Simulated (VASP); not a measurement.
Crystal: Te.

```
Te
1.0
     3.44206    0.00000    0.00000
    -1.72103    2.98092    0.00000
     0.00000    0.00000    5.62089
Te
2
Direct
  0.33333 0.66667 0.25000
  0.66667 0.33333 0.75000
```

This isn't the form of Te at room conditions, which is trigonal, of chains.

| Item | Value |
| --- | --- |
| Program | VASP 6.6.1 |
| Task | relaxation of cell and atoms |
| Functional | RPBE |
| Potentials or basis | VASP PAW PBE potentials, release 64 (Te) |
| Cutoff | 600 eV |
| k mesh | 11 × 11 × 6 |
| Occupations | fermi-dirac, width 0.1 eV |
| Spin | no spin polarisation |

At the start: pressure 0.4 GPa; volume 28.84 Å³/atom.

Problem. Where does the relaxation end?

Solution. Over 10 steps the energy falls by 252.3 meV/atom and the volume is 32.57 Å³/atom (+12.9 %); space group P6_3/mmc (No. 194, to 0.1 Å) before and after.

The path:
```
step  energy change (eV)  largest force (eV/Å)  pressure (GPa)  volume (Å³)
   1              0.0000                0.0000            0.40        57.67
   2             -0.0187                0.0000           -0.17        58.26
   3             -0.1053                0.0000           -1.20        59.89
   4             -0.3470                0.0000           -1.53        62.59
   5             -0.4205                0.0000            1.90        65.24
   6             -0.5012                0.0000            0.58        64.80
   7             -0.5037                0.0000            0.16        64.57
   8             -0.5041                0.0000            0.32        64.66
   9             -0.4935                0.0000           -1.44        67.49
  10             -0.5046                0.0000            0.00        65.13
```

Final structure:
```xyz
2
Lattice="4.1312 0.0000 0.0000 -2.0656 3.5778 0.0000 0.0000 0.0000 4.4067" Properties=species:S:1:pos:R:3 pbc="T T T"
Te    0.0000    2.3852    1.1017
Te    2.0656    1.1926    3.3051
```

Caveat: a cell axis changed by over 15 % at a fixed basis, so the end point is rough; the PAW data sets were made with another functional, which shifts forces and pressure a little.
